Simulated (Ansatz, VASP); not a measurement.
## One calculation of Be3TeSe2, two programs

```
CELL_PARAMETERS angstrom
2.02856 1.17119 7.76228
-2.02856 1.17119 7.76228
0.00000 -2.34238 7.76228
ATOMIC_POSITIONS crystal
Be 0.00000 0.50000 0.50000
Be 0.50000 0.00000 0.50000
Be 0.50000 0.50000 0.00000
Te 0.50000 0.50000 0.50000
Se 0.06727 0.06727 0.06727
Se 0.93273 0.93273 0.93273
```

Change from the starting cell: species swapped into the Nd2PdRu3 type (R-3m, No. 166).

Alike in both runs: functional PBE; k mesh 6 × 6 × 6; occupations gaussian, width 0.1 eV; no spin polarisation.

Ansatz relaxed the structure, and its values are those at the end. VASP's run is a single point on that final structure, the one shown.

|  | VASP | Ansatz |
| --- | --- | --- |
| version | VASP 6.6.1 | Ansatz 0.2.0 |
| potentials or method | VASP PAW PBE potentials, release 64 (Be, Te, Se), cutoff 520 eV | scalar-relativistic, plane waves, PAW |
| valence electrons in the cell | 24 | 54 |

```csv
,VASP,Ansatz,Ansatz less VASP
gap on the k mesh at the Fermi level (eV),none,none,-
pressure (GPa),0.0,-0.1,-0.04
rms of the force components (eV/Å),0.000,0.004,+0.0033
```

A gap of «none» marks a metal or a gap that the smearing closes. VASP's potentials hold 24 valence electrons a cell and Ansatz's 54, so a difference there can come from the potentials and not from the codes.

Neither program's run includes spin-orbit coupling.
